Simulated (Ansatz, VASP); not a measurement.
## Two plane-wave programs on Al2O3

```
Al O
1.0
     2.40802    1.39027    4.26107
    -2.40802    1.39027    4.26107
     0.00000   -2.78054    4.26107
Al O
4 6
Cartesian
  0.0000 0.0000 10.8917
  0.0000 0.0000 8.2831
  0.0000 0.0000 1.8915
  0.0000 0.0000 4.5001
  -0.9350 -1.3903 5.3263
  1.6715 -0.1146 5.3263
  -0.7365 1.5049 5.3263
  0.9350 1.3903 7.4569
  -1.6715 0.1146 7.4569
  0.7365 -1.5049 7.4569
```

Alike in both runs: task single point; functional PBEsol; k mesh 6 × 6 × 6; occupations gaussian, width 0.05 eV; no spin polarisation.

|  | VASP | Ansatz |
| --- | --- | --- |
| version | VASP 6.6.1 | Ansatz 0.2.0 |
| potentials or method | VASP PAW PBE potentials, release 64 (Al, O), cutoff 520 eV | scalar-relativistic, plane waves, PAW |
| valence electrons in the cell | 48 | 48 |

```tsv
	VASP	Ansatz	Ansatz less VASP
gap on the k mesh at the Fermi level (eV)	5.83	5.82	-0.005
least direct gap on the mesh (eV)	5.83	5.82	-0.005
pressure (GPa)	-0.1	-0.3	-0.15
traceless stress, the component that is largest in VASP (GPa)	7.06	7.07	+0.010
rms of the force components (eV/Å)	0.082	0.078	-0.0031
```

VASP's potentials were made for PBE, not for PBEsol, and Ansatz warns of the same on its side. Atom by atom the forces differ by 0.003 eV/Å (rms over components).
